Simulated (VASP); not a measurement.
Mg5ZnO6: single point with PBE

Crystal: Mg5ZnO6.

```xyz
12
Lattice="3.0186 0.0000 0.0000 0.0000 3.0186 0.0000 0.0000 0.0000 12.7993" Properties=species:S:1:pos:R:3 pbc="T T T"
Mg    0.0000    0.0000    8.5190
Mg    1.5093    1.5093    6.3996
Mg    0.0000    0.0000    4.2803
Mg    1.5093    1.5093    2.1350
Mg    1.5093    1.5093   10.6642
Zn    0.0000    0.0000    0.0000
O     0.0000    0.0000    6.3996
O     1.5093    1.5093    4.2753
O     0.0000    0.0000    2.1643
O     1.5093    1.5093    0.0000
O     0.0000    0.0000   10.6350
O     1.5093    1.5093    8.5240
```

```yaml
Program: VASP 6.6.1
Task: single point
Functional: PBE
Potentials_or_basis: VASP PAW PBE potentials, release 64 (Mg, Zn, O)
Cutoff: 600 eV
k_mesh: 8 × 8 × 2
Occupations: tetrahedron
Spin: no spin polarisation
```

```
Pressure               : -0.7 GPa
Largest force          : 0.035 eV/Å
Band gap on the k mesh : 2.65 eV (least direct gap 3.45 eV)
```

Forces on the atoms (eV/Å):
```
Mg   0.000  0.000 -0.003
Mg   0.000  0.000  0.000
Mg   0.000  0.000  0.003
Mg   0.000  0.000  0.003
Mg   0.000  0.000 -0.003
Zn   0.000  0.000  0.000
O    0.000  0.000  0.000
O    0.000  0.000  0.002
O    0.000  0.000  0.035
O    0.000  0.000  0.000
O    0.000  0.000 -0.035
O    0.000  0.000 -0.002
```

Levels at points of the mesh, in eV from the valence-band top:
```
           k point  band 25  band 26  band 27  band 28  band 29  band 30  band 31  band 32  band 33  band 34
(0.00, 0.00, 0.00)    -1.08    -1.08    -0.85    -0.80    -0.80     2.65     4.81     5.44     7.19     8.05
(0.50, 0.00, 0.00)    -1.34    -1.34    -1.34    -0.70     0.00     6.31     6.82     7.05     7.28     7.87
(0.50, 0.50, 0.00)    -2.18    -2.12    -2.12    -2.10    -2.08     5.28     8.66     8.66     8.78     9.51
(0.00, 0.00, 0.50)    -1.33    -1.01    -1.01    -0.83    -0.83     2.90     4.21     6.18     6.81     7.96
(0.50, 0.00, 0.50)    -1.34    -1.34    -1.34    -0.63     0.00     6.25     6.64     7.34     7.52     7.78
(0.50, 0.50, 0.50)    -2.26    -2.20    -2.20    -2.13    -2.03     5.29     8.72     8.72     9.17     9.20
```

It took 5.1 min on 1 thread of Oxide Virtual Turin-like Processor (shared host), peak memory 0.29 GiB.

A k mesh can miss the band edges.
